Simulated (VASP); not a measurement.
**Mo: relaxation of cell and atoms with PBEsol**

Mo:

```
Mo
1.0
    -1.57342    1.57342    1.57342
     1.57342   -1.57342    1.57342
     1.57342    1.57342   -1.57342
Mo
1
Cartesian
  0.0000 0.0000 0.0000
```

```yaml
Program: VASP 6.6.1
Task: relaxation of cell and atoms
Functional: PBEsol
Potentials_or_basis: VASP PAW PBE potentials, release 64 (Mo_sv)
Cutoff: 600 eV
k_mesh: 8 × 8 × 8
Occupations: gaussian, width 0.1 eV
Spin: no spin polarisation
Target_pressure: 22 GPa
Dipole_correction: no
Further_INCAR_settings: ALGO = Fast; EDIFF = 1e-07; IBRION = 2; EDIFFG = -0.05; NSW = 80; ISIF = 3
```

```yaml
Relaxed_volume: 14.35 Å³/atom
Relaxed_cell: a = 2.651 Å, b = 2.651 Å, c = 2.651 Å, α = 109.47°, β = 109.47°, γ = 109.47°
Space_group_after_relaxing_to_0.05_Å: Im-3m (No. 229)
Energy_change_on_relaxing_the_enthalpy_is_what_falls: +64.8 meV/atom
Ionic_steps: 5
Pressure_after_relaxing: 22.0 GPa
Band_gap_on_the_k_mesh: zero (band 7 reaches 18.42 eV, above the bottom of band 8 at 12.35 eV)
```

Step by step:
| step | energy change (eV) | largest force (eV/Å) | pressure (GPa) | volume (Å³) |
| --- | --- | --- | --- | --- |
| 1 | 0.0000 | 0.0000 | -3.45 | 15.58 |
| 2 | 2.2772 | 0.0000 | 211.06 | 10.64 |
| 3 | 0.0478 | 0.0000 | 18.67 | 14.48 |
| 4 | 0.0601 | 0.0000 | 21.12 | 14.38 |
| 5 | 0.0648 | 0.0000 | 21.96 | 14.35 |

Final structure:
```yaml
crystal:
  lattice:
    - [-1.53077, 1.53077, 1.53077]
    - [1.53077, -1.53077, 1.53077]
    - [1.53077, 1.53077, -1.53077]
  atoms:
    - { symbol: Mo, position: [0.00000, 0.00000, 0.00000] }
```

Levels at points of the mesh, in eV from the Fermi level:
| k point | band 4 | band 5 | band 6 | band 7 | band 8 | band 9 | band 10 | band 11 |
| --- | --- | --- | --- | --- | --- | --- | --- | --- |
| (0.00, 0.00, 0.00) | -34.19 | -7.46 | -1.45 | -1.45 | -1.45 | 1.89 | 1.89 | 15.00 |
| (0.50, 0.00, 0.00) | -34.21 | -5.80 | -3.76 | 1.99 | 2.06 | 2.69 | 5.51 | 12.18 |
| (0.50, 0.50, 0.50) | -35.44 | -6.08 | -6.08 | 4.62 | 4.62 | 4.62 | 9.81 | 9.81 |

Run time: 16 s on 1 thread of Intel(R) Xeon(R) 6975P-C (Granite Rapids), with other jobs on the host, peak memory 0.15 GiB.

Caveat: the cell is relaxed towards a set pressure, so the enthalpy falls and the energy may rise; the PAW data sets were made with another functional, which shifts forces and pressure a little.
